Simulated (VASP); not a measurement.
# SnSe (Fm-3m) in VASP: settings compared

Aim: see how the results for SnSe move with the level of theory and the settings. Levels: r2SCAN, HSE06. Tasks: single point, relaxation of cell and atoms.

All numbers are computed with VASP 6.6.1; they aren't measurements. Logs are shortened: lines on timing, memory, paths and dates and some standing lists are left out, and cuts for length are marked.

## (1) The cell of the first run

Symmetry: Fm-3m, No. 225, cubic system. The conventional cell has a = 6.020 Å, b = 6.020 Å, c = 6.020 Å, α = 90.00°, β = 90.00°, γ = 90.00°. Within 4.0 Å of Sn (site symmetry m-3m) lie 6 Se at 3.01 Å. Within 4.0 Å of Se (site symmetry m-3m) lie 6 Sn at 3.01 Å.

## (2) Single point, r2SCAN, non-collinear spin, zero start, spin-orbit coupling

The input, POSCAR:

```
SnSe
1.0
    0.0000000000      3.0100000000      3.0100000000
    3.0100000000      0.0000000000      3.0100000000
    3.0100000000      3.0100000000      0.0000000000
Sn Se
1 1
Direct
    0.0000000000      0.0000000000      0.0000000000
    0.5000000000      0.5000000000      0.5000000000
```

The input, INCAR.step1:

```
ALGO     = Normal         # electronic algorithm
EDIFF    = 1E-4           # SCF threshold, eV
ENCUT    = 520            # plane-wave cutoff, eV
GGA      = PE             # functional
GGA_COMPAT= False        
ISMEAR   = -1             # smearing method
LASPH    = True           # aspherical terms in the spheres
LCHARG   = False          # write CHGCAR
LREAL    = False          # projectors in reciprocal space
LSORBIT  = True           # spin-orbit coupling
LWAVE    = True           # write WAVECAR
MAGMOM   = 0 0 0 0 0 0    # initial moments
NBANDS   = 32             # bands
NELM     = 150            # most SCF steps
PREC     = Accurate       # precision mode
SIGMA    = 0.05           # smearing width, eV
```

The input, INCAR.step2:

```
ALGO     = Normal         # electronic algorithm
EDIFF    = 1E-6           # SCF threshold, eV
ENCUT    = 520            # plane-wave cutoff, eV
GGA_COMPAT= False        
ISIF     = 2              # what is computed and relaxed
ISMEAR   = -1             # smearing method
ISTART   = 1            
LASPH    = True           # aspherical terms in the spheres
LCHARG   = True           # write CHGCAR
LMIXTAU  = True         
LORBIT   = 11             # projections on sites
LORBMOM  = True         
LREAL    = False          # projectors in reciprocal space
LSORBIT  = True           # spin-orbit coupling
LVHAR    = True         
LWAVE    = False          # write WAVECAR
MAGMOM   = 0 0 0 0 0 0    # initial moments
METAGGA  = R2SCAN         # meta-GGA
NBANDS   = 32             # bands
NELM     = 150            # most SCF steps
PREC     = Accurate       # precision mode
SIGMA    = 0.05           # smearing width, eV
```

The input, KPOINTS:

```
k-points
0
Gamma
  6 6 6
```

Potentials or basis: VASP PAW PBE potentials, release 64 (Sn_d, Se).

Command:

```sh
$ cat potpaw_PBE.64/Sn_d/POTCAR potpaw_PBE.64/Se/POTCAR > POTCAR
$ cp INCAR.step1 INCAR
$ mpirun -np 1 vasp_ncl > vasp.out
$ cp INCAR.step2 INCAR
$ mpirun -np 1 vasp_ncl > vasp.out
```

OUTCAR:

```text
EDIFF = 1E-6
   ENCUT = 520
   ISIF = 2
   ISMEAR = -1
   ISTART = 1
   LASPH = True
   LORBIT = 11
   LREAL = False
   LSORBIT = True
   METAGGA = R2SCAN
   NELM = 150
   PREC = Accurate

 ion  position               nearest neighbor table
   1  0.000  0.000  0.000-   2 3.01   2 3.01   2 3.01   2 3.01   2 3.01   2 3.01
   2  0.500  0.500  0.500-   1 3.01   1 3.01   1 3.01   1 3.01   1 3.01   1 3.01

  LATTYP: Found a face centered cubic cell.
 ALAT       =     6.0200000000

  Lattice vectors:

 A1 = (   0.0000000000,   3.0100000000,   3.0100000000)
 A2 = (   3.0100000000,   0.0000000000,   3.0100000000)
 A3 = (   3.0100000000,   3.0100000000,   0.0000000000)

Analysis of symmetry for initial positions (statically):
=====================================================================
 Subroutine PRICEL returns:
 Original cell was already a primitive cell.

 Routine SETGRP: Setting up the symmetry group for a
 face centered cubic supercell.

 Subroutine GETGRP returns: Found 48 space group operations
 (whereof 48 operations were pure point group operations)
 out of a pool of 48 trial point group operations.

The static configuration has the point symmetry O_h .

Analysis of symmetry for dynamics (positions and initial velocities):
=====================================================================
 Subroutine PRICEL returns:
 Original cell was already a primitive cell.

 Routine SETGRP: Setting up the symmetry group for a
 face centered cubic supercell.

 Subroutine GETGRP returns: Found 48 space group operations
 (whereof 48 operations were pure point group operations)
 out of a pool of 48 trial point group operations.

The dynamic configuration has the point symmetry O_h .

Analysis of structural, dynamic, and magnetic symmetry:
=====================================================================
 Subroutine PRICEL returns:
 Original cell was already a primitive cell.

 Routine SETGRP: Setting up the symmetry group for a
 face centered cubic supercell.

 Subroutine GETGRP returns: Found 48 space group operations
 (whereof 48 operations were pure point group operations)
 out of a pool of 48 trial point group operations.

The overall configuration has the point symmetry O_h .

 Subroutine INISYM returns: Found 48 space group operations
 (whereof 48 operations are pure point group operations),
 and found     1 'primitive' translations
[... 726 lines left out ...]
      0.00000      0.00000      0.00000         0.000000      0.000000     -0.000000
      3.01000      3.01000      3.01000        -0.000000     -0.000000      0.000000
 -----------------------------------------------------------------------------------
    total drift:                                0.000000     -0.000000     -0.000000

  FREE ENERGIE OF THE ION-ELECTRON SYSTEM (eV)
  ---------------------------------------------------
  free  energy   TOTEN  =       -39.9520203011 eV

  energy  without entropy=      -39.9518798013  energy(sigma->0) =      -39.95195005

 orbital moment (x)

 # of ion     p       d       tot
 ----------------------------------------
  1         0.000   0.000   0.000
  2         0.000   0.000   0.000
 ----------------------------------------
            0.000   0.000   0.000

 orbital moment (y)

 # of ion     p       d       tot
 ----------------------------------------
  1         0.000  -0.000  -0.000
  2         0.000  -0.000  -0.000
 ----------------------------------------
            0.000  -0.000  -0.000

 orbital moment (z)

 # of ion     p       d       tot
 ----------------------------------------
  1         0.000  -0.000  -0.000
  2         0.000   0.000   0.000
 ----------------------------------------
            0.000  -0.000  -0.000

 Spin-Orbit-Coupling matrix elements

 Ion:    1  E_soc:     -0.0839424
 l=   1
     0.0000000    -0.0080256    -0.0080256
    -0.0080256     0.0000000    -0.0080256
    -0.0080256    -0.0080256     0.0000000
 l=   2
     0.0000000    -0.0011909     0.0000000    -0.0011909    -0.0047738
    -0.0011909     0.0000000    -0.0035804    -0.0011909    -0.0011935
     0.0000000    -0.0035804     0.0000000    -0.0035804     0.0000000
    -0.0011909    -0.0011909    -0.0035804     0.0000000    -0.0011935
    -0.0047738    -0.0011935     0.0000000    -0.0011935     0.0000000
 l=   3
     0.0000000     0.0000000     0.0000000     0.0000000     0.0000000     0.0000000     0.0000000
     0.0000000     0.0000000     0.0000000     0.0000000     0.0000000     0.0000000     0.0000000
     0.0000000     0.0000000     0.0000000     0.0000000     0.0000000     0.0000000     0.0000000
     0.0000000     0.0000000     0.0000000     0.0000000     0.0000000     0.0000000     0.0000000
     0.0000000     0.0000000     0.0000000     0.0000000     0.0000000     0.0000000     0.0000000
     0.0000000     0.0000000     0.0000000     0.0000000     0.0000000     0.0000000     0.0000000
     0.0000000     0.0000000     0.0000000     0.0000000     0.0000000     0.0000000     0.0000000

 Ion:    2  E_soc:     -0.0397386
 l=   1
     0.0000000    -0.0066324    -0.0066324
    -0.0066324     0.0000000    -0.0066324
    -0.0066324    -0.0066324     0.0000000
 l=   2
     0.0000000    -0.0000018     0.0000000    -0.0000018     0.0000111
    -0.0000018     0.0000000     0.0000083    -0.0000018     0.0000028
     0.0000000     0.0000083     0.0000000     0.0000083     0.0000000
    -0.0000018    -0.0000018     0.0000083     0.0000000     0.0000028
     0.0000111     0.0000028     0.0000000     0.0000028     0.0000000
 l=   3
     0.0000000     0.0000000     0.0000000     0.0000000     0.0000000     0.0000000     0.0000000
     0.0000000     0.0000000     0.0000000     0.0000000     0.0000000     0.0000000     0.0000000
     0.0000000     0.0000000     0.0000000     0.0000000     0.0000000     0.0000000     0.0000000
     0.0000000     0.0000000     0.0000000     0.0000000     0.0000000     0.0000000     0.0000000
     0.0000000     0.0000000     0.0000000     0.0000000     0.0000000     0.0000000     0.0000000
     0.0000000     0.0000000     0.0000000     0.0000000     0.0000000     0.0000000     0.0000000
     0.0000000     0.0000000     0.0000000     0.0000000     0.0000000     0.0000000     0.0000000

 total charge

# of ion       s       p       d       tot
------------------------------------------
    1        1.361   0.684   9.987  12.032
    2        1.477   2.337   0.027   3.840
--------------------------------------------------
tot          2.838   3.021  10.013  15.872

 magnetization (x)

# of ion       s       p       d       tot
------------------------------------------
    1       -0.000   0.000   0.000  -0.000
    2        0.000   0.000  -0.000  -0.000
--------------------------------------------------
tot         -0.000   0.000  -0.000  -0.000

 magnetization (y)

# of ion       s       p       d       tot
------------------------------------------
    1        0.000   0.000   0.000   0.000
    2        0.000   0.000   0.000   0.000
--------------------------------------------------
tot          0.000   0.000   0.000   0.000

 magnetization (z)

# of ion       s       p       d       tot
------------------------------------------
    1       -0.000   0.000   0.000  -0.000
    2        0.000  -0.000   0.000   0.000
--------------------------------------------------
tot         -0.000   0.000   0.000  -0.000
```

OSZICAR.step1:

```text
N       E                     dE             d eps       ncg     rms          rms(c)
DAV:   1     0.187415531329E+03    0.18742E+03   -0.92460E+03  1096   0.157E+03
DAV:   2     0.178020009130E+02   -0.16961E+03   -0.16266E+03  1032   0.468E+02
DAV:   3    -0.733152330705E+01   -0.25134E+02   -0.24668E+02  1256   0.143E+02
DAV:   4    -0.844104328479E+01   -0.11095E+01   -0.11083E+01  1192   0.323E+01
DAV:   5    -0.847300513043E+01   -0.31962E-01   -0.31961E-01  1472   0.564E+00    0.313E+00
DAV:   6    -0.829844612848E+01    0.17456E+00   -0.36271E-01  1376   0.414E+00    0.189E+00
DAV:   7    -0.829835180369E+01    0.94325E-04   -0.84185E-02  1312   0.138E+00    0.970E-01
DAV:   8    -0.829967799862E+01   -0.13262E-02   -0.51444E-03  1184   0.664E-01    0.478E-01
DAV:   9    -0.830013906862E+01   -0.46107E-03   -0.63044E-04  1056   0.225E-01    0.963E-02
DAV:  10    -0.830011450654E+01    0.24562E-04   -0.39804E-04  1224   0.186E-01
   1 F= -.83001145E+01 E0= -.83000894E+01  d E =-.501971E-04  mag=     0.0000     0.0000     0.0000
```

Run time: 2.1 min. Hardware: 1 thread of Intel Xeon 6975P-C (Granite Rapids), shared host; peak memory 0.37 GiB.

Results:

* Free energy: -39.9520 eV
* Pressure: -0.4 GPa
* Net moment: 0.00 μB per cell
* Valence electrons inside the program's atomic spheres: Sn 12.03; Se 3.84

Moments on the atoms (μB; x, y, z):
```
Sn  0.00 0.00 0.00
Se  0.00 0.00 0.00
```

Caveat: the PAW data sets were made with another functional, which shifts forces and pressure a little.

## (3) Single point, HSE06

This run uses another cell than the first one, of 26.33 Å³/atom.

The input, POSCAR:

```
SnSe
1.0
    0.0000000000      2.9748604657      2.9748604657
    2.9748604657      0.0000000000      2.9748604657
    2.9748604657      2.9748604657      0.0000000000
Sn Se
1 1
Direct
    0.0000000000      0.0000000000      0.0000000000
    0.5000000000      0.5000000000      0.5000000000
```

The input, INCAR.step1:

```
PREC = Accurate
ENCUT = 520
EDIFF = 1E-5
ISMEAR = -1
SIGMA = 0.05
LREAL = False
LASPH = True
NELM = 60
ALGO = Normal
ISIF = 2
LWAVE = True
LCHARG = False
NBANDS = 17
GGA = PE
```

The input, INCAR.step2:

```
PREC = Accurate
ENCUT = 520
EDIFF = 1E-7
ISMEAR = -1
SIGMA = 0.05
LREAL = False
LASPH = True
NELM = 60
ALGO = Normal
ISIF = 2
LWAVE = False
LCHARG = False
GGA = PE
LHFCALC = True
HFSCREEN = 0.2079
PRECFOCK = Normal
NBANDS = 17
ISTART = 1
```

The input, KPOINTS:

```
Automatic mesh
0
Gamma
  4 4 4
```

Potentials or basis: VASP PAW PBE potentials, release 64 (Sn_d, Se).

Command:

```sh
$ cat potpaw_PBE.64/Sn_d/POTCAR potpaw_PBE.64/Se/POTCAR > POTCAR
$ cp INCAR.step1 INCAR
$ mpirun -np 1 vasp_std > vasp.out
$ cp INCAR.step2 INCAR
$ mpirun -np 1 vasp_std > vasp.out
```

Wall time 9.2 min (1 thread of AMD EPYC 9755, shared host); peak memory 0.25 GiB.

The run converged. Its results:

```
Free energy            : -9.7996 eV
Pressure               : -0.1 GPa
Band gap on the k mesh : 0.67 eV
```

Levels at points of the mesh, in eV from the valence-band top:
```csv
k point,band 6,band 7,band 8,band 9,band 10,band 11,band 12,band 13,band 14,band 15
"(0.00, 0.00, 0.00)",-15.92,-5.49,-2.91,-2.91,-2.91,4.97,4.97,4.97,6.18,6.18
"(0.50, 0.00, 0.00)",-14.80,-9.38,-2.66,-2.66,0.00,0.67,1.39,1.39,8.84,10.88
"(0.50, 0.50, 0.00)",-14.45,-6.75,-6.69,-4.57,-4.57,3.06,6.15,6.15,6.81,11.16
```

Caveat: the k points lie up to 0.46 Å⁻¹ apart; the PAW data sets were made with another functional, which shifts forces and pressure a little; spin-orbit coupling is left out, which moves the levels of the heavy elements. A k mesh can miss the band edges.

## (4) Relaxation of cell and atoms, HSE06

The input, POSCAR:

```
SnSe
1.0
    0.0000000000      3.0100000000      3.0100000000
    3.0100000000      0.0000000000      3.0100000000
    3.0100000000      3.0100000000      0.0000000000
Sn Se
1 1
Direct
    0.0000000000      0.0000000000      0.0000000000
    0.5000000000      0.5000000000      0.5000000000
```

The input, INCAR.step1:

```
SYSTEM = SnSe
PREC     = Accurate       ! precision mode
ENCUT    = 600            ! plane-wave cutoff, eV
EDIFF    = 1E-5           ! SCF threshold, eV
ISMEAR   = -1             ! smearing method
SIGMA    = 0.05           ! smearing width, eV
LREAL    = .False.        ! projectors in reciprocal space
LASPH    = .True.         ! aspherical terms in the spheres
NELM     = 80             ! most SCF steps
ALGO     = Normal         ! electronic algorithm
LWAVE    = .True.         ! write WAVECAR
LCHARG   = .False.        ! write CHGCAR
GGA      = PE             ! functional
NBANDS   = 17             ! bands
```

The input, INCAR.step2:

```
SYSTEM = SnSe
PREC     = Accurate       ! precision mode
ENCUT    = 600            ! plane-wave cutoff, eV
EDIFF    = 1E-6           ! SCF threshold, eV
ISMEAR   = -1             ! smearing method
SIGMA    = 0.05           ! smearing width, eV
LREAL    = .False.        ! projectors in reciprocal space
LASPH    = .True.         ! aspherical terms in the spheres
NELM     = 80             ! most SCF steps
ALGO     = Normal         ! electronic algorithm
ISIF     = 3              ! what is computed and relaxed
LWAVE    = .False.        ! write WAVECAR
LCHARG   = .False.        ! write CHGCAR
GGA      = PE             ! functional
LHFCALC  = .True.         ! exact exchange
HFSCREEN = 0.2079         ! screening, 1/A
PRECFOCK = Normal       
IBRION   = 2              ! ionic algorithm
NSW      = 60             ! ionic steps
EDIFFG   = -0.01          ! ionic threshold
ISTART   = 1
```

The input, KPOINTS:

```
regular mesh
0
Gamma
  4 4 4
  0 0 0
```

Command:

```sh
$ cat potpaw_PBE.64/Sn_d/POTCAR potpaw_PBE.64/Se/POTCAR > POTCAR
$ cp INCAR.step1 INCAR
$ mpirun -np 1 vasp_std > vasp.out
$ cp INCAR.step2 INCAR
$ mpirun -np 1 vasp_std > vasp.out
```

Wall time 51 min (1 thread of AMD EPYC 9755, shared host); peak memory 0.3 GiB.

Results (log left out):

* Free energy: -9.8001 eV
* Relaxed volume: 26.30 Å³/atom
* Relaxed cell: a = 4.206 Å, b = 4.206 Å, c = 4.206 Å, α = 60.00°, β = 60.00°, γ = 60.00°
* Space group after relaxing (to 0.1 Å): Fm-3m (No. 225)
* Energy gained by relaxing: 5.8 meV/atom
* Ionic steps: 3
* Pressure after relaxing: 0.0 GPa
* Band gap on the k mesh: 0.67 eV

The path:
```tsv
step	energy change (eV)	largest force (eV/Å)	pressure (GPa)	volume (Å³)
1	0.0000	0.0000	-1.85	54.54
2	-0.0107	0.0000	0.56	52.10
3	-0.0116	0.0000	0.00	52.60
```

Final structure:
```yaml
crystal:
  lattice:
    - [0.00000, 2.97389, 2.97389]
    - [2.97389, 0.00000, 2.97389]
    - [2.97389, 2.97389, 0.00000]
  atoms:
    - { symbol: Sn, position: [0.00000, 0.00000, 0.00000] }
    - { symbol: Se, position: [0.50000, 0.50000, 0.50000] }
```

Levels at points of the mesh, in eV from the valence-band top:
```
           k point  band 6  band 7  band 8  band 9  band 10  band 11  band 12  band 13  band 14
(0.00, 0.00, 0.00)  -15.93   -5.49   -2.92   -2.92    -2.92     4.97     4.97     4.97     6.17
(0.50, 0.00, 0.00)  -14.80   -9.38   -2.66   -2.66     0.00     0.67     1.39     1.39     8.84
(0.50, 0.50, 0.00)  -14.45   -6.75   -6.69   -4.57    -4.57     3.06     6.15     6.15     6.82
```

Caveat: the k points lie up to 0.46 Å⁻¹ apart in the final cell; the PAW data sets were made with another functional, which shifts forces and pressure a little; spin-orbit coupling is left out, which moves the levels of the heavy elements.

## (5) Single point, HSE06

This run uses another cell than the first one, of 27.82 Å³/atom.

The input, POSCAR:

```
SnSe
1.0
    0.0000000000      3.0299343558      3.0299343558
    3.0299343558      0.0000000000      3.0299343558
    3.0299343558      3.0299343558      0.0000000000
Sn Se
1 1
Direct
    0.0000000000      0.0000000000      0.0000000000
    0.5000000000      0.5000000000      0.5000000000
```

The input, INCAR.step1:

```
PREC = Accurate ; ENCUT = 520
EDIFF = 1E-5 ; ISMEAR = -1
SIGMA = 0.05 ; LREAL = F
LASPH = T ; NELM = 80
ALGO = Normal ; ISIF = 2
LWAVE = T ; LCHARG = F
NBANDS = 17 ; GGA = PE
```

The input, INCAR.step2:

```
PREC = Accurate ; ENCUT = 520
EDIFF = 1E-6 ; ISMEAR = -1
SIGMA = 0.05 ; LREAL = F
LASPH = T ; NELM = 80
ALGO = Normal ; ISIF = 2
LWAVE = F ; LCHARG = F
GGA = PE ; LHFCALC = T
HFSCREEN = 0.2079 ; PRECFOCK = Normal
NBANDS = 17 ; ISTART = 1
```

The input, KPOINTS:

```
Automatic mesh
0
Gamma
  6 6 6
```

Command:

```sh
$ cat potpaw_PBE.64/Sn_d/POTCAR potpaw_PBE.64/Se/POTCAR > POTCAR
$ cp INCAR.step1 INCAR
$ mpirun -np 1 vasp_std > vasp.out
$ cp INCAR.step2 INCAR
$ mpirun -np 1 vasp_std > vasp.out
```

Wall time 74 min (1 thread of Oxide Virtual Turin-like, shared host); peak memory 0.28 GiB.

The run converged. Its results:

```yaml
Free_energy: -9.7638 eV
Pressure: -1.6 GPa
Band_gap_on_the_k_mesh: 0.28 eV
```

Levels at points of the mesh, in eV from the valence-band top:
| k point | band 7 | band 8 | band 9 | band 10 | band 11 | band 12 | band 13 | band 14 |
| --- | --- | --- | --- | --- | --- | --- | --- | --- |
| (0.00, 0.00, 0.00) | -5.80 | -2.83 | -2.83 | -2.83 | 4.64 | 4.64 | 4.64 | 6.13 |
| (0.50, 0.00, 0.00) | -9.17 | -2.59 | -2.59 | 0.00 | 0.29 | 1.32 | 1.32 | 8.59 |
| (0.50, 0.50, 0.00) | -6.86 | -6.36 | -4.38 | -4.38 | 3.16 | 5.72 | 5.72 | 6.36 |

Caveat: the PAW data sets were made with another functional, which shifts forces and pressure a little; spin-orbit coupling is left out, which moves the levels of the heavy elements. A k mesh can miss the band edges.

## (6) The runs side by side

| task | level | spin | cell | k mesh | cutoff (eV) | grid for exact exchange (PRECFOCK) | share of exact exchange | screening parameter | gap on the mesh (eV) | pressure (GPa) |
| --- | --- | --- | --- | --- | --- | --- | --- | --- | --- | --- |
| single point | r2SCAN | non-collinear, zero start, SOC | a = 4.257 Å, angles 60.0°, 2 atoms | 6 × 6 × 6 | 520 | - | - | - | - | -0.4 |
| single point | HSE06 | off | a = 4.207 Å, angles 60.0°, 2 atoms | 4 × 4 × 4 | 520 | Normal | 0.25 | 0.2079 1/Å | 0.67 | -0.1 |
| relaxation of cell and atoms | HSE06 | off | relaxed from a = 4.257 Å, angles 60.0°, 2 atoms | 4 × 4 × 4 | 600 | Normal | 0.25 | 0.2079 1/Å | 0.67 | 0.0 |
| single point | HSE06 | off | a = 4.285 Å, angles 60.0°, 2 atoms | 6 × 6 × 6 | 520 | Normal | 0.25 | 0.2079 1/Å | 0.28 | -1.6 |

Alike in all rows: potentials or basis VASP PAW PBE potentials, release 64 (Sn_d, Se); smearing fermi-dirac 0.05 eV.

Caveats: some runs use coarse meshes; the PAW data sets were made with another functional, which shifts forces and pressure a little; spin-orbit coupling is left out, which moves the levels of the heavy elements (at least some runs).

Absolute energies hang on the potentials; compare differences alone.
